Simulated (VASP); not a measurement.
# WS2 (P6_3/mmc) in VASP: further runs

Runs on WS2. Level: PBE. Tasks: single point.

Everything below comes from runs of VASP 6.6.1. Logs are shortened: lines on timing, memory, paths and dates and some standing lists are left out, and cuts for length are marked.

## (1) The cell of the first run

The structure is hexagonal, space group P6_3/mmc (No. 194). Conventional cell: a = 3.170 Å, b = 3.170 Å, c = 11.991 Å, α = 90.00°, β = 90.00°, γ = 120.00°. Within 3.2 Å of W (site symmetry -6m2) lie 6 S at 2.40 Å and 6 W at 3.17 Å. Within 3.2 Å of S (site symmetry 3m) lie 3 W at 2.40 Å and 7 S at 3.11 to 3.17 Å.

## (2) Single point, PBE (uniaxial z strain -4.0%)

INCAR reads:

```
ALGO     = Normal         # electronic algorithm
EDIFF    = 1E-6           # SCF threshold, eV
ENCUT    = 500            # plane-wave cutoff, eV
GGA      = PE             # functional
GGA_COMPAT= False        
ISIF     = 2              # what is computed and relaxed
ISMEAR   = -1             # smearing method
LASPH    = True           # aspherical terms in the spheres
LCHARG   = False          # write CHGCAR
LREAL    = False          # projectors in reciprocal space
LWAVE    = False          # write WAVECAR
NBANDS   = 35             # bands
NELM     = 120            # most SCF steps
PREC     = Accurate       # precision mode
SIGMA    = 0.02           # smearing width, eV
```

KPOINTS reads:

```
k-points
0
Gamma
  12 12 2
```

POSCAR reads:

```
WS2
1.0
    3.1699462934      0.0000000000      0.0000000000
   -1.5849731467      2.7452540187      0.0000000000
    0.0000000000      0.0000000000     11.9914277304
W S
2 4
Direct
    0.3333333333      0.6666666667      0.2500000000
    0.6666666667      0.3333333333      0.7500000000
    0.6666666667      0.3333333333      0.3798189439
    0.6666666667      0.3333333333      0.1201810561
    0.3333333333      0.6666666667      0.8798189439
    0.3333333333      0.6666666667      0.6201810561
```

Potentials or basis: VASP PAW PBE potentials, release 64 (W_sv, S).

Run with:

```console
$ cat potpaw_PBE.64/W_sv/POTCAR potpaw_PBE.64/S/POTCAR > POTCAR
$ mpirun -np 1 vasp_std > vasp.out
```

OUTCAR:

```text
EDIFF = 1E-6
   ENCUT = 500
   GGA = PE
   ISIF = 2
   ISMEAR = -1
   LASPH = True
   LREAL = False
   NELM = 120
   PREC = Accurate

 ion  position               nearest neighbor table
   1  0.333  0.667  0.250-   3 2.40   4 2.40   3 2.40   4 2.40   3 2.40   4 2.40
   2  0.667  0.333  0.750-   5 2.40   6 2.40   5 2.40   6 2.40   5 2.40   6 2.40
   3  0.667  0.333  0.380-   1 2.40   1 2.40   1 2.40
   4  0.667  0.333  0.120-   1 2.40   1 2.40   1 2.40
   5  0.333  0.667  0.880-   2 2.40   2 2.40   2 2.40
   6  0.333  0.667  0.620-   2 2.40   2 2.40   2 2.40

  LATTYP: Found a hexagonal cell.
 ALAT       =     3.1699462934
 C/A-ratio  =     3.7828488626

  Lattice vectors:

 A1 = (   3.1699462934,   0.0000000000,   0.0000000000)
 A2 = (  -1.5849731467,   2.7452540187,   0.0000000000)
 A3 = (   0.0000000000,   0.0000000000,  11.9914277304)

Analysis of symmetry for initial positions (statically):
=====================================================================
 Subroutine PRICEL returns:
 Original cell was already a primitive cell.

 Routine SETGRP: Setting up the symmetry group for a
 hexagonal supercell.

 Subroutine GETGRP returns: Found 24 space group operations
 (whereof 12 operations were pure point group operations)
 out of a pool of 24 trial point group operations.

The static configuration has the point symmetry D_3d.
 The point group associated with its full space group is D_6h.

Analysis of symmetry for dynamics (positions and initial velocities):
=====================================================================
 Subroutine PRICEL returns:
 Original cell was already a primitive cell.

 Routine SETGRP: Setting up the symmetry group for a
 hexagonal supercell.

 Subroutine GETGRP returns: Found 24 space group operations
 (whereof 12 operations were pure point group operations)
 out of a pool of 24 trial point group operations.

The dynamic configuration has the point symmetry D_3d.
 The point group associated with its full space group is D_6h.

 Subroutine INISYM returns: Found 24 space group operations
 (whereof 12 operations are pure point group operations),
 and found     1 'primitive' translations

----------------------------------------------------------------------------------------

                                     Primitive cell

  volume of cell :     104.3531

  direct lattice vectors                    reciprocal lattice vectors
     3.169946293  0.000000000  0.000000000     0.315462758  0.182132508  0.000000000
    -1.584973147  2.745254019  0.000000000     0.000000000  0.364265016  0.000000000
     0.000000000  0.000000000 11.991427730     0.000000000  0.000000000  0.083392906

  length of vectors
     3.169946293  3.169946293 11.991427730     0.364265016  0.364265016  0.083392906

  position of ions in fractional coordinates (direct lattice)
     0.333333333  0.666666667  0.250000000
     0.666666667  0.333333333  0.750000000
     0.666666667  0.333333333  0.379818944
     0.666666667  0.333333333  0.120181056
     0.333333333  0.666666667  0.879818944
     0.333333333  0.666666667  0.620181056

  ion indices of the primitive-cell ions
   primitive index   ion index
                 1           1
                 2           2
                 3           3
                 4           4
                 5           5
                 6           6

----------------------------------------------------------------------------------------

 KPOINTS: k-points

Automatic generation of k-mesh.
 Grid dimensions read from file:
 generate k-points for:   12   12    2

 Generating k-lattice:

  Cartesian coordinates                     Fractional coordinates (reciprocal lattice)
     0.026288563  0.015177709  0.000000000     0.083333333  0.000000000  0.000000000
     0.000000000  0.030355418  0.000000000     0.000000000  0.083333333  0.000000000
     0.000000000  0.000000000  0.041696453     0.000000000  0.000000000  0.500000000

  Length of vectors
     0.030355418  0.030355418  0.041696453

  Shift w.r.t. Gamma in fractional coordinates (k-lattice)
     0.000000000  0.000000000  0.000000000

 Subroutine IBZKPT returns following result:
 ===========================================

 Found     38 irreducible k-points:

 Following reciprocal coordinates:
            Coordinates               Weight
  0.000000  0.000000  0.000000      1.000000
  0.083333  0.000000  0.000000      6.000000
  0.166667  0.000000  0.000000      6.000000
  0.250000 -0.000000  0.000000      6.000000
  0.333333 -0.000000  0.000000      6.000000
  0.416667  0.000000  0.000000      6.000000
[... 16 lines left out ...]
  0.250000 -0.000000  0.500000      6.000000
  0.333333 -0.000000  0.500000      6.000000
 [... further k-points ...]
   k-points           NKPTS =     38   k-points in BZ     NKDIM =     38   number of bands    NBANDS=     35
   number of dos      NEDOS =    301   number of ions     NIONS =      6
   total plane-waves  NPLWV =  51840
   dimension x,y,z NGX =    24 NGY =   24 NGZ =   90
   dimension x,y,z NGXF=    48 NGYF=   48 NGZF=  180
   ions per type =               2   4
   NGX,Y,Z   is equivalent  to a cutoff of  12.59, 12.59, 12.48 a.u.
   NGXF,Y,Z  is equivalent  to a cutoff of  25.17, 25.17, 24.95 a.u.
 SYSTEM =  unknown system
   PREC   = accura    normal or accurate (medium, high low for compatibility)
   ISTART =      0    job   : 0-new  1-cont  2-samecut
   ICHARG =      2    charge: 1-file 2-atom 10-const
   ISPIN  =      1    spin polarized calculation?
   LNONCOLLINEAR =      F non collinear calculations
   LSORBIT =      F    spin-orbit coupling
   LASPH  =      T    aspherical Exc in radial PAW
   ENCUT  =  500.0 eV  36.75 Ry    6.06 a.u.   5.78  5.78 21.86*2*pi/ulx,y,z
   NELM   =    120;   NELMIN=  2; NELMDL= -5     # of ELM steps
   EDIFF  = 0.1E-05   stopping-criterion for ELM
   LREAL  =      F    real-space projection
   EDIFFG = 0.1E-04   stopping-criterion for IOM
   NSW    =      0    number of steps for IOM
   IBRION =     -1    ionic relax: 0-MD 1-quasi-New 2-CG
   NFREE  =      0    steps in history (QN), initial steepest desc. (CG)
   ISIF   =      2    stress and relaxation
   ISYM   =      2    0-nonsym 1-usesym 2-fastsym
   POTIM  = 0.5000    time-step for ionic-motion
   TEBEG  =    0.0;   TEEND  =   0.0 temperature during run
   PSTRESS=    0.0 pullay stress
   NELECT =      52.0000    total number of electrons
   NUPDOWN=      -1.0000    fix difference up-down
   EMIN   =  10.00;   EMAX   =-10.00  energy-range for DOS
   EFERMI =   0.00;   METHOD = LEGACY
   ISMEAR =    -1;   SIGMA  =   0.02  broadening in eV -4-tet -1-fermi 0-gaus
   EFERMI_NEDOS =   21; number of points for ismear=-14 and -15
   IALGO  =     38    algorithm
   IMIX   =      4    mixing-type and parameters
     AMIX     =   0.40;   BMIX     =  1.00
     AMIX_MAG =   1.60;   BMIX_MAG =  1.00
  volume/ion in A,a.u.               =      17.39       117.37
  Fermi-wavevector in a.u.,A,eV,Ry     =   1.297899  2.452673 22.919576  1.684541
  Thomas-Fermi vector in A             =   2.429262
   LORBIT       =      0    0 simple, 1 ext, 2 COOP (PROOUT), +10 PAW based schemes
   GGA     = PE    functional components
   LHFCALC =     F    Hartree Fock is set to
   AEXX    =    0.0000 exact exchange contribution
   IVDW    =     0    specifies the selected vdW correction
   LEPSILON=     F    determine dielectric tensor
   LRPA    =     F    only Hartree local field effects (RPA)
 non-spin polarized calculation
  energy-cutoff  :      500.00
  volume of cell :      104.35
 maximum number of plane-waves:      2672
 NGX is ok and might be reduce to    24
   NGX = 11   NGY = 11   NGZ = 43

 number of electron      51.9999996 magnetization

 Free energy of the ion-electron system (eV)
  ---------------------------------------------------
  ext. energy  EPLUGINS =         0.00000000
  ---------------------------------------------------
  free energy    TOTEN  =       -47.16847747 eV

  energy without entropy =      -47.16847747  energy(sigma->0) =      -47.16847747

 E-fermi :   8.2568     XC(G=0): -11.0940

 val. band max:        7.8782735740   @ k =   0.0000   0.0000   0.0000
 cond. band min:       8.7309954376   @ k =   0.1667   0.1667   0.0000
 fundamental gap:      0.8527218635
 Fermi energy:         8.2567722207

 k-point     1 :       0.0000    0.0000    0.0000
  band No.  band energies     occupation
      1     -66.8904      2.00000
      2     -66.8904      2.00000
      3     -31.1413      2.00000
      4     -31.1412      2.00000
      5     -30.9850      2.00000
      6     -30.9850      2.00000
[... 27 lines left out ...]
     34      10.3042      0.00000
     35      12.4341      0.00000

 k-point     2 :       0.0833    0.0000    0.0000
  band No.  band energies     occupation
      1     -66.8892      2.00000
      2     -66.8892      2.00000
      3     -31.1369      2.00000
      4     -31.1369      2.00000
      5     -31.0089      2.00000
      6     -31.0089      2.00000
[... 27 lines left out ...]
     34      10.2458      0.00000
     35      12.9713      0.00000

 k-point     3 :       0.1667    0.0000    0.0000
  band No.  band energies     occupation
      1     -66.8859      2.00000
      2     -66.8859      2.00000
      3     -31.1251      2.00000
      4     -31.1250      2.00000
      5     -31.0739      2.00000
      6     -31.0739      2.00000
[... 27 lines left out ...]
     34      10.8008      0.00000
     35      14.0977      0.00000
[... 723 lines left out ...]
 k-point    23 :       0.2500   -0.0000    0.5000
  band No.  band energies     occupation
      1     -66.8815      2.00000
      2     -66.8815      2.00000
      3     -31.1615      2.00000
      4     -31.1615      2.00000
      5     -31.1088      2.00000
      6     -31.1088      2.00000
[... 27 lines left out ...]
     34      11.2551      0.00000
     35      14.4028      0.00000

 k-point    24 :       0.3333   -0.0000    0.5000
  band No.  band energies     occupation
      1     -66.8770      2.00000
      2     -66.8770      2.00000
      3     -31.2479      2.00000
      4     -31.2479      2.00000
      5     -31.0925      2.00000
      6     -31.0925      2.00000
[... 27 lines left out ...]
     34      11.6254      0.00000
     35      13.6236      0.00000

 [... further k-points ...]

------------------------ aborting loop because EDIFF is reached ----------------------------------------

  FORCE on cell =-STRESS in cart. coord.  units (eV):
  Direction    XX          YY          ZZ          XY          YZ          ZX
  --------------------------------------------------------------------------------------
  -------------------------------------------------------------------------------------
  Total        2.2678458      2.2678458      4.5315426      0.0000000      0.0000000      0.0000000
  in kB       34.8191979     34.8191979     69.5746960      0.0000000      0.0000000      0.0000000
  external PRESSURE =      46.4043639 kB  Pullay stress =       0.0000000 kB

 VOLUME and BASIS-vectors are now :
 -----------------------------------------------------------------------------
  energy-cutoff  :      500.00
  volume of cell :      104.35
      direct lattice vectors                 reciprocal lattice vectors
     3.169946293  0.000000000  0.000000000     0.315462758  0.182132508  0.000000000
    -1.584973147  2.745254019  0.000000000     0.000000000  0.364265016  0.000000000
     0.000000000  0.000000000 11.991427730     0.000000000  0.000000000  0.083392906

 POSITION                                       TOTAL-FORCE (eV/Angst)
 -----------------------------------------------------------------------------------
     -0.00000      1.83017      2.99786         0.000000      0.000000      0.000000
      1.58497      0.91508      8.99357        -0.000000     -0.000000      0.000000
      1.58497      0.91508      4.55457         0.000000      0.000000      0.214970
      1.58497      0.91508      1.44114         0.000000     -0.000000     -0.214970
     -0.00000      1.83017     10.55029        -0.000000      0.000000      0.214970
     -0.00000      1.83017      7.43686        -0.000000     -0.000000     -0.214970
 -----------------------------------------------------------------------------------
    total drift:                               -0.000000      0.000000     -0.000000

  FREE ENERGIE OF THE ION-ELECTRON SYSTEM (eV)
  ---------------------------------------------------
  free  energy   TOTEN  =       -47.1684774674 eV

  energy  without entropy=      -47.1684774674  energy(sigma->0) =      -47.16847747
```

Wall time 51 s (1 thread of Intel Xeon 6975P-C (Granite Rapids), shared host); peak memory 0.27 GiB.

What came out:

* Free energy: -47.1685 eV
* Pressure: 4.6 GPa
* Largest force: 0.215 eV/Å
* Band gap on the k mesh: 0.85 eV, indirect (least direct gap 1.73 eV)

Forces in eV/Å, atoms in the order of the input:
```
W    0.000  0.000  0.000
W    0.000  0.000  0.000
S    0.000  0.000  0.215
S    0.000  0.000 -0.215
S    0.000  0.000  0.215
S    0.000  0.000 -0.215
```

Stress tensor (GPa, compression positive):
```
3.48 0.00 0.00
0.00 3.48 0.00
0.00 0.00 6.96
```

Caveat: the cell differs from its parent crystal (uniaxial z strain -4.0%); spin-orbit coupling is left out, which moves the levels of the heavy elements; this functional lacks dispersion, which binds the layers, so the pressure and a relaxed spacing across them are unreliable. A k mesh can miss the band edges.

[end of part 1 of 3]
